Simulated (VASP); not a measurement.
# MoSe2 (P6_3/mmc) in VASP: relaxation of cell and atoms with PBE

Aim: the relaxation of cell and atoms of MoSe2 with PBE.

All numbers are computed with VASP 6.6.1; they aren't measurements. Logs are shortened: lines on timing, memory, paths and dates and some standing lists are left out, and cuts for length are marked.

### Step 1. The cell of the first run

Symmetry: P6_3/mmc, No. 194, hexagonal system. Conventional cell: a = 3.288 Å, b = 3.288 Å, c = 12.900 Å, α = 90.00°, β = 90.00°, γ = 120.00°. Mo (site symmetry -6m2) has 6 Se at 2.49 Å and 6 Mo at 3.29 Å within 3.3 Å. Se (site symmetry 3m) has 3 Mo at 2.49 Å and 7 Se at 3.22 to 3.29 Å within 3.3 Å.

### Step 2. Relaxation of cell and atoms, PBE, collinear spin

Contents of INCAR:

```
SYSTEM = MoSe2
PREC = Accurate ; ENCUT = 500
EDIFF = 1E-7 ; ISMEAR = 0
SIGMA = 0.1 ; LREAL = .False.
LASPH = .True. ; NELM = 200
ALGO = Normal ; ISIF = 3
LWAVE = .False. ; LCHARG = .False.
ISPIN = 2 ; MAGMOM = -1 -1 0 0 0 0
LORBIT = 11 ; LMAXMIX = 4
GGA = PE ; IBRION = 2
NSW = 90 ; EDIFFG = -0.04
GGA_COMPAT = .False. ; NELMIN = 4
```

Contents of KPOINTS:

```
regular mesh
0
Gamma
  6 6 2
  0 0 0
```

Contents of POSCAR:

```
MoSe2
1.0
    3.2879994000      0.0000000000      0.0000000000
   -1.6439997000      2.8474910100      0.0000000000
    0.0000000000      0.0000000000     12.8999996200
Mo Se
2 4
Direct
    0.3333333300      0.6666666700      0.2500000000
    0.6666666700      0.3333333300      0.7500000000
    0.3333333300      0.6666666700      0.6250000000
    0.6666666700      0.3333333300      0.1250000000
    0.3333333300      0.6666666700      0.8750000000
    0.6666666700      0.3333333300      0.3750000000
```

Potentials or basis: VASP PAW PBE potentials, release 64 (Mo_sv, Se).

On the command line:

```sh
$ cat potpaw_PBE.64/Mo_sv/POTCAR potpaw_PBE.64/Se/POTCAR > POTCAR
$ mpirun -np 1 vasp_std > vasp.out
```

OUTCAR:

```text
SYSTEM = MoSe2
   PREC = Accurate
   ENCUT = 500
   EDIFF = 1E-7
   ISMEAR = 0
   LREAL = .False.
   LASPH = .True.
   NELM = 200
   ISIF = 3
   ISPIN = 2
   LORBIT = 11
   GGA = PE
   IBRION = 2
   NSW = 90
   EDIFFG = -0.04
   NELMIN = 4

 ion  position               nearest neighbor table
   1  0.333  0.667  0.250-   4 2.49   6 2.49   4 2.49   6 2.49   4 2.49   6 2.49
   2  0.667  0.333  0.750-   3 2.49   5 2.49   3 2.49   5 2.49   3 2.49   5 2.49
   3  0.333  0.667  0.625-   2 2.49   2 2.49   2 2.49
   4  0.667  0.333  0.125-   1 2.49   1 2.49   1 2.49
   5  0.333  0.667  0.875-   2 2.49   2 2.49   2 2.49
   6  0.667  0.333  0.375-   1 2.49   1 2.49   1 2.49

  LATTYP: Found a hexagonal cell.
 ALAT       =     3.2879994000
 C/A-ratio  =     3.9233582646

  Lattice vectors:

 A1 = (   3.2879994000,   0.0000000000,   0.0000000000)
 A2 = (  -1.6439997000,   2.8474910100,   0.0000000000)
 A3 = (   0.0000000000,   0.0000000000,  12.8999996200)

Analysis of symmetry for initial positions (statically):
=====================================================================
 Subroutine PRICEL returns:
 Original cell was already a primitive cell.

 Routine SETGRP: Setting up the symmetry group for a
 hexagonal supercell.

 Subroutine GETGRP returns: Found 24 space group operations
 (whereof 12 operations were pure point group operations)
 out of a pool of 24 trial point group operations.

The static configuration has the point symmetry D_3d.
 The point group associated with its full space group is D_6h.

Analysis of symmetry for dynamics (positions and initial velocities):
=====================================================================
 Subroutine PRICEL returns:
 Original cell was already a primitive cell.

 Routine SETGRP: Setting up the symmetry group for a
 hexagonal supercell.

 Subroutine GETGRP returns: Found 24 space group operations
 (whereof 12 operations were pure point group operations)
 out of a pool of 24 trial point group operations.

The dynamic configuration has the point symmetry D_3d.
 The point group associated with its full space group is D_6h.

Analysis of structural, dynamic, and magnetic symmetry:
=====================================================================
 Subroutine PRICEL returns:
 Original cell was already a primitive cell.

 Routine SETGRP: Setting up the symmetry group for a
 hexagonal supercell.

 Subroutine GETGRP returns: Found 24 space group operations
 (whereof 12 operations were pure point group operations)
 out of a pool of 24 trial point group operations.

The overall configuration has the point symmetry D_3d.
 The point group associated with its full space group is D_6h.

 Subroutine INISYM returns: Found 24 space group operations
 (whereof 12 operations are pure point group operations),
 and found     1 'primitive' translations

----------------------------------------------------------------------------------------

                                     Primitive cell

  volume of cell :     120.7769

  direct lattice vectors                    reciprocal lattice vectors
     3.287999400  0.000000000  0.000000000     0.304136309  0.175593179  0.000000000
    -1.643999700  2.847491010  0.000000000     0.000000000  0.351186359  0.000000000
     0.000000000  0.000000000 12.899999620     0.000000000  0.000000000  0.077519382

  length of vectors
     3.287999400  3.287999402 12.899999620     0.351186359  0.351186359  0.077519382

  position of ions in fractional coordinates (direct lattice)
     0.333333330  0.666666670  0.250000000
     0.666666670  0.333333330  0.750000000
     0.333333330  0.666666670  0.625000000
     0.666666670  0.333333330  0.125000000
     0.333333330  0.666666670  0.875000000
     0.666666670  0.333333330  0.375000000

  ion indices of the primitive-cell ions
   primitive index   ion index
                 1           1
                 2           2
                 3           3
                 4           4
[... 40 lines left out ...]
  0.333333  0.000000  0.500000      6.000000
  0.500000  0.000000  0.500000      3.000000
  0.166667  0.166667  0.500000      6.000000
  0.333333  0.166667  0.500000     12.000000
  0.333333  0.333333  0.500000      2.000000
   k-points           NKPTS =     14   k-points in BZ     NKDIM =     14   number of bands    NBANDS=     32
   number of dos      NEDOS =    301   number of ions     NIONS =      6
   total plane-waves  NPLWV =  55296
   dimension x,y,z NGX =    24 NGY =   24 NGZ =   96
   dimension x,y,z NGXF=    48 NGYF=   48 NGZF=  192
   ions per type =               2   4
   NGX,Y,Z   is equivalent  to a cutoff of  12.13, 12.13, 12.37 a.u.
   NGXF,Y,Z  is equivalent  to a cutoff of  24.27, 24.27, 24.74 a.u.
 SYSTEM =  MoSe2
   PREC   = accura    normal or accurate (medium, high low for compatibility)
   ISTART =      0    job   : 0-new  1-cont  2-samecut
   ICHARG =      2    charge: 1-file 2-atom 10-const
   ISPIN  =      2    spin polarized calculation?
   LNONCOLLINEAR =      F non collinear calculations
   LSORBIT =      F    spin-orbit coupling
   LASPH  =      T    aspherical Exc in radial PAW
   ENCUT  =  500.0 eV  36.75 Ry    6.06 a.u.   5.99  5.99 23.52*2*pi/ulx,y,z
   NELM   =    200;   NELMIN=  4; NELMDL= -5     # of ELM steps
   EDIFF  = 0.1E-06   stopping-criterion for ELM
   LREAL  =      F    real-space projection
   EDIFFG = -.4E-01   stopping-criterion for IOM
   NSW    =     90    number of steps for IOM
   IBRION =      2    ionic relax: 0-MD 1-quasi-New 2-CG
   NFREE  =      1    steps in history (QN), initial steepest desc. (CG)
   ISIF   =      3    stress and relaxation
   ISYM   =      2    0-nonsym 1-usesym 2-fastsym
   POTIM  = 0.5000    time-step for ionic-motion
   TEBEG  =    0.0;   TEEND  =   0.0 temperature during run
   PSTRESS=    0.0 pullay stress
   NELECT =      52.0000    total number of electrons
   NUPDOWN=      -1.0000    fix difference up-down
   EMIN   =  10.00;   EMAX   =-10.00  energy-range for DOS
   EFERMI =   0.00;   METHOD = LEGACY
   ISMEAR =     0;   SIGMA  =   0.10  broadening in eV -4-tet -1-fermi 0-gaus
   EFERMI_NEDOS =   21; number of points for ismear=-14 and -15
   IALGO  =     38    algorithm
   IMIX   =      4    mixing-type and parameters
     AMIX     =   0.40;   BMIX     =  1.00
     AMIX_MAG =   1.60;   BMIX_MAG =  1.00
  volume/ion in A,a.u.               =      20.13       135.84
  Fermi-wavevector in a.u.,A,eV,Ry     =   1.236179  2.336040 20.791586  1.528138
  Thomas-Fermi vector in A             =   2.370798
   LORBIT       =     11    0 simple, 1 ext, 2 COOP (PROOUT), +10 PAW based schemes
   GGA     = PE    functional components
   LHFCALC =     F    Hartree Fock is set to
   AEXX    =    0.0000 exact exchange contribution
   IVDW    =     0    specifies the selected vdW correction
   LEPSILON=     F    determine dielectric tensor
   LRPA    =     F    only Hartree local field effects (RPA)
 conjugate gradient relaxation of ions
 spin polarized calculation
 Gauss-broadening in eV      SIGMA  =   0.10
  energy-cutoff  :      500.00
  volume of cell :      120.78
 maximum number of plane-waves:      3114
 NGX is ok and might be reduce to    24
   NGX = 11   NGY = 11   NGZ = 47

--------------------------------------- Ionic step        1  -------------------------------------------

 number of electron      52.0000001 magnetization      -0.0004654

 Free energy of the ion-electron system (eV)
  ---------------------------------------------------
  ext. energy  EPLUGINS =         0.00000000
  ---------------------------------------------------
  free energy    TOTEN  =       -39.72156597 eV

  energy without entropy =      -39.72156597  energy(sigma->0) =      -39.72156597

------------------------ aborting loop because EDIFF is reached ----------------------------------------

  FORCE on cell =-STRESS in cart. coord.  units (eV):
  Direction    XX          YY          ZZ          XY          YZ          ZX
  --------------------------------------------------------------------------------------
  -------------------------------------------------------------------------------------
  Total        4.8857755      4.8857755      9.0644908     -0.0000000      0.0000000      0.0000000
  in kB       64.8127273     64.8127274    120.2458802     -0.0000000      0.0000000      0.0000000
  external PRESSURE =      83.2904450 kB  Pullay stress =       0.0000000 kB
[... 101 lines left out ...]
  FREE ENERGIE OF THE ION-ELECTRON SYSTEM (eV)
  ---------------------------------------------------
  free  energy   TOTEN  =       -39.9266863505 eV

  energy  without entropy=      -39.9266863505  energy(sigma->0) =      -39.92668635

 E-fermi :   5.7185     XC(G=0): -10.0526

 val. band max:        5.1902619283   @ k =   0.0000   0.0000   0.0000
 cond. band min:       6.3524968348   @ k =   0.1667   0.1667   0.0000
 fundamental gap:      1.1622349066
 Fermi energy:         5.7185406780

 spin component 1

 k-point     1 :       0.0000    0.0000    0.0000
  band No.  band energies     occupation
      1     -55.8528      1.00000
      2     -55.8528      1.00000
      3     -29.9946      1.00000
      4     -29.9946      1.00000
      5     -29.8403      1.00000
      6     -29.8403      1.00000
[... 972 lines left out ...]
     31       8.0076      0.00000
     32       8.0076      0.00000

[... ionic steps 4 to 16 ...]

--------------------------------------- Ionic step       17  -------------------------------------------

 number of electron      52.0000002 magnetization      -0.0000000

 number of electron      52.0000002 magnetization       0.0000000
[... 79 lines left out ...]
--------------------------------------- Ionic step       19  -------------------------------------------

 number of electron      52.0000001 magnetization      -0.0000000

 Free energy of the ion-electron system (eV)
  ---------------------------------------------------
  ext. energy  EPLUGINS =         0.00000000
  ---------------------------------------------------
  free energy    TOTEN  =       -39.97083487 eV

  energy without entropy =      -39.97083487  energy(sigma->0) =      -39.97083487

 E-fermi :   5.5345     XC(G=0):  -9.9177

 val. band max:        4.9057156786   @ k =   0.0000   0.0000   0.0000
 cond. band min:       6.1601738745   @ k =   0.1667   0.1667   0.0000
 fundamental gap:      1.2544581960
 Fermi energy:         5.5344594648

 spin component 1

 k-point     1 :       0.0000    0.0000    0.0000
  band No.  band energies     occupation
      1     -56.0443      1.00000
      2     -56.0443      1.00000
      3     -30.1891      1.00000
      4     -30.1891      1.00000
      5     -30.0262      1.00000
      6     -30.0262      1.00000
[... 1005 lines left out ...]
  FREE ENERGIE OF THE ION-ELECTRON SYSTEM (eV)
  ---------------------------------------------------
  free  energy   TOTEN  =       -39.9708348691 eV

  energy  without entropy=      -39.9708348691  energy(sigma->0) =      -39.97083487

 reached required accuracy - stopping structural energy minimisation

 total charge

# of ion       s       p       d       tot
------------------------------------------
    1        2.269   6.178   3.918  12.364
    2        2.269   6.178   3.918  12.364
    3        1.478   2.321   0.060   3.859
    4        1.478   2.321   0.060   3.859
    5        1.478   2.321   0.060   3.859
    6        1.478   2.321   0.060   3.859
--------------------------------------------------
tot         10.448  21.641   8.074  40.164

 magnetization (x)

# of ion       s       p       d       tot
------------------------------------------
    1       -0.000   0.000   0.000   0.000
    2       -0.000   0.000   0.000   0.000
    3       -0.000  -0.000   0.000  -0.000
    4       -0.000  -0.000   0.000  -0.000
    5       -0.000  -0.000   0.000  -0.000
    6       -0.000  -0.000   0.000  -0.000
--------------------------------------------------
tot         -0.000  -0.000   0.000  -0.000
```

Wall time 11 min (1 thread of Intel Xeon 6975P-C (Granite Rapids), shared host); peak memory 0.31 GiB.

Results:

```yaml
Free_energy: -39.9708 eV
Relaxed_volume: 22.69 Å³/atom
Relaxed_cell: a = 3.322 Å, b = 3.322 Å, c = 14.246 Å, α = 90.00°, β = 90.00°, γ = 120.00°
Space_group_after_relaxing_to_0.1_Å: P6_3/mmc (No. 194)
Energy_gained_by_relaxing: 41.5 meV/atom
Ionic_steps: 19
Pressure_after_relaxing: 0.0 GPa
Largest_force_after_relaxing: 0.026 eV/Å
Band_gap_on_the_k_mesh: 1.25 eV (least direct gap 1.41 eV)
Net_moment: 0.00 μB per cell
Valence_electrons_inside_the_program's_atomic_spheres: Mo 12.36; Se 3.86
```

Forces on the atoms (eV/Å):
```
Mo   0.000  0.000  0.000
Mo   0.000  0.000  0.000
Se   0.000  0.000  0.026
Se   0.000  0.000  0.026
Se   0.000  0.000 -0.026
Se   0.000  0.000 -0.026
```

The path:
```
step  energy change (eV)  largest force (eV/Å)  pressure (GPa)  volume (Å³)
   1              0.0000                1.1511            8.33       120.78
   2              0.5089                1.9530          -11.35       139.96
   3             -0.2051                0.1620           -0.31       127.00
   4             -0.2056                0.1131            0.01       126.73
   5             -0.2056                0.0912            0.16       126.61
   6             -0.2099                0.1046            0.22       126.78
   7             -0.2171                0.1438            0.45       127.30
   8             -0.2206                0.1396            0.32       127.81
   9             -0.2290                0.1264           -0.06       129.35
  10             -0.2362                0.0956           -0.72       132.46
  11             -0.2388                0.0373           -0.41       132.66
  12             -0.2410                0.0507            0.06       132.95
  13             -0.2412                0.0889            0.26       133.08
  14             -0.2439                0.0732            0.28       133.55
  15             -0.2480                0.0302            0.39       134.93
  16             -0.2482                0.0188            0.43       135.30
  17             -0.2488                0.0668           -0.17       136.21
  18             -0.2490                0.0433           -0.01       135.96
  19             -0.2493                0.0259           -0.02       136.13
```

Final structure:
```
CELL_PARAMETERS angstrom
3.32171 0.00000 0.00000
-1.66085 2.87668 0.00000
0.00000 0.00000 14.24618
ATOMIC_POSITIONS crystal
Mo 0.33333 0.66667 0.25000
Mo 0.66667 0.33333 0.75000
Se 0.33333 0.66667 0.63264
Se 0.66667 0.33333 0.13264
Se 0.33333 0.66667 0.86736
Se 0.66667 0.33333 0.36736
```

Caveat: this functional lacks dispersion, which binds the layers, so the pressure and a relaxed spacing across them are unreliable. A k mesh can miss the band edges.
